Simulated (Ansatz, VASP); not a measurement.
# Tl: VASP beside Ansatz

```
Tl
1.0
     3.91614    0.00000    0.00000
     0.00000    3.91614    0.00000
     0.00000    0.00000    3.91614
Tl
2
Cartesian
  0.0000 0.0000 0.0000
  1.9581 1.9581 1.9581
```

Alike in both runs: task single point; functional r2SCAN; k mesh 14 × 14 × 14; occupations gaussian, width 0.1 eV; no spin polarisation.

|  | VASP | Ansatz |
| --- | --- | --- |
| version | VASP 6.6.1 | Ansatz 0.2.0 |
| potentials or method | VASP PAW PBE potentials, release 64 (Tl_d), cutoff 520 eV | scalar-relativistic, plane waves, PAW |
| valence electrons in the cell | 26 | 26 |

Ansatz gave:

- gap on the k mesh at the Fermi level (eV): none
- pressure (GPa): 0.0

Question: Which values does VASP return?

Answer: gap on the k mesh at the Fermi level (eV): none; pressure (GPa): -0.1.

VASP's potentials were made for PBE, not for r2SCAN. A gap of «none» marks a metal or a gap that the smearing closes.

Neither program's run includes spin-orbit coupling.
